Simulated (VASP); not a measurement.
Set up this calculation in VASP 6.6.1, as the native input.

```
Task                   : single point
Functional             : r2SCAN
Dispersion             : rVV10
Potentials or basis    : VASP PAW PBE potentials, release 64 (Ge_d, Si)
Cutoff                 : 520 eV
k mesh                 : 10 × 10 × 10
Occupations            : fermi-dirac, width 0.03 eV
Spin                   : no spin polarisation
Dipole correction      : no
Further INCAR settings : ALGO = Normal; EDIFF = 1e-07; NBANDS = 16
```

Crystal: SiGe.

```xyz
2
Lattice="3.1998 0.0000 0.0000 0.0000 3.1998 0.0000 0.0000 0.0000 3.1998" Properties=species:S:1:pos:R:3 pbc="T T T"
Ge    0.0000    0.0000    0.0000
Si    1.5999    1.5999    1.5999
```

These files were run (other wordings do the same):

POSCAR

```
SiGe
1.0
    3.1998021872      0.0000000000      0.0000000000
    0.0000000000      3.1998021872      0.0000000000
    0.0000000000      0.0000000000      3.1998021872
Ge Si
1 1
Direct
    0.0000000000      0.0000000000      0.0000000000
    0.5000000000      0.5000000000      0.5000000000
```

INCAR.step1

```
SYSTEM = SiGe
PREC = Accurate
ENCUT = 520
ISMEAR = -1
SIGMA = 0.03
LREAL = .False.
LASPH = .True.
NELM = 100
NBANDS = 16
GGA = PE
ALGO = Normal
EDIFF = 1E-4
LWAVE = .True.
LCHARG = .False.
```

INCAR.step2

```
SYSTEM = SiGe
PREC = Accurate
ENCUT = 520
EDIFF = 1E-7
ISMEAR = -1
SIGMA = 0.03
LREAL = .False.
LASPH = .True.
NELM = 100
ALGO = Normal
ISIF = 2
LWAVE = .False.
LCHARG = .True.
METAGGA = R2SCAN
LMIXTAU = .True.
LUSE_VDW = .True.
IVDW_NL = 2
BPARAM = 11.95
CPARAM = 0.0093
LELF = .True.
LVHAR = .True.
NBANDS = 16
ISTART = 1
```

KPOINTS

```
regular mesh
0
Gamma
  10 10 10
  0 0 0
```

Potentials or basis: VASP PAW PBE potentials, release 64 (Ge_d, Si).

Command:

```sh
$ cat potpaw_PBE.64/Ge_d/POTCAR potpaw_PBE.64/Si/POTCAR > POTCAR
$ cp INCAR.step1 INCAR
$ mpirun -np 1 vasp_std > vasp.out
$ cp INCAR.step2 INCAR
$ mpirun -np 1 vasp_std > vasp.out
```

It gave:

```
Pressure               : 0.4 GPa
Band gap on the k mesh : zero (band 9 reaches 11.35 eV, above the bottom of band 10 at 5.69 eV)
```

Caveat: the PAW data sets were made with another functional, which shifts forces and pressure a little.

It took 3.6 min on 1 thread of AMD EPYC 7R13, with other jobs on the host, peak memory 0.2 GiB.
